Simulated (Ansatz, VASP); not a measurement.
**Si: VASP beside Ansatz**

```xyz
8
Lattice="4.5521 -2.4347 0.0000 4.5521 2.4347 0.0000 0.0000 0.0000 5.3276" Properties=species:S:1:pos:R:3 pbc="T T T"
Si    4.5521    0.0000    4.1050
Si    4.5521    0.0000    1.2227
Si    4.5521   -2.4347    1.4412
Si    4.5521    2.4347    3.8865
Si    6.6117    0.0000    2.6638
Si    2.0595    0.0000    0.0000
Si    2.4926    0.0000    2.6638
Si    7.0447    0.0000    0.0000
```

Alike in both runs: functional LDA; k mesh 8 × 8 × 8; occupations gaussian, width 0.1 eV; no spin polarisation.

Ansatz relaxed the structure, and its values are those at the end. VASP's run is a single point on that final structure, the one shown.

|  | VASP | Ansatz |
| --- | --- | --- |
| version | VASP 6.6.1 | Ansatz 0.2.0 |
| potentials or method | VASP PAW LDA potentials, release 64 (Si), cutoff 520 eV | scalar-relativistic, plane waves, PAW |
| valence electrons in the cell | 32 | 32 |

VASP gave:

* gap on the k mesh at the Fermi level (eV): none
* pressure (GPa): 0.1

Task: Which values does Ansatz return?

Result: gap on the k mesh at the Fermi level (eV): none; pressure (GPa): 0.0.

LDA's correlation is that of Perdew and Zunger in VASP and of Perdew and Wang (1992) in Ansatz. A gap of «none» marks a metal or a gap that the smearing closes.
